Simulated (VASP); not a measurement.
Write the native input for VASP 6.6.1 that does the following.

```
Task                   : single point
Functional             : PBEsol
Dispersion             : D3(BJ)
Potentials or basis    : VASP PAW PBE potentials, release 64 (W_sv, S)
Cutoff                 : 520 eV
k mesh                 : 12 × 12 × 4
Occupations            : gaussian, width 0.02 eV
Spin                   : no spin polarisation
Dipole correction      : no
Further INCAR settings : ALGO = Normal; EDIFF = 1e-06; NBANDS = 35
```

The structure of WS2 lies in POSCAR:

```
WS2
1.0
    3.1147478117      0.0000000000      0.0000000000
   -1.5573739059      2.6974507313      0.0000000000
    0.0000000000      0.0000000000     11.7718577107
W S
2 4
Direct
    0.3333333333      0.6666666667      0.2500000000
    0.6666666667      0.3333333333      0.7500000000
    0.3333333333      0.6666666667      0.6164486908
    0.6666666667      0.3333333333      0.1164486908
    0.3333333333      0.6666666667      0.8835513092
    0.6666666667      0.3333333333      0.3835513092
```

One way to write it, as run:

INCAR

```
SYSTEM = WS2
PREC = Accurate ; ENCUT = 520
EDIFF = 1E-6 ; ISMEAR = 0
SIGMA = 0.02 ; LREAL = .False.
LASPH = .True. ; NELM = 100
ALGO = Normal ; ISIF = 2
LWAVE = .False. ; LCHARG = .False.
GGA = PS ; IVDW = 12
NBANDS = 35
```

KPOINTS

```
Automatic mesh
0
Gamma
  12 12 4
  0 0 0
```

Potentials or basis: VASP PAW PBE potentials, release 64 (W_sv, S).

Command:

```bash
$ cat potpaw_PBE.64/W_sv/POTCAR potpaw_PBE.64/S/POTCAR > POTCAR
$ mpirun -np 1 vasp_std > vasp.out
```

Results of the run:

```json
{"Pressure": "0.1 GPa", "Largest force": "0.020 eV/Å", "Band gap on the k mesh": "0.68 eV (least direct gap 1.93 eV)", "Dispersion energy per atom": "-0.416 eV"}
```

Caveat: the PAW data sets were made with another functional, which shifts forces and pressure a little; spin-orbit coupling is left out, which moves the levels of the heavy elements.

Wall time 2.1 min on 1 thread of Intel(R) Xeon(R) Platinum 8488C (Sapphire Rapids), on a shared host, peak memory 0.32 GiB.
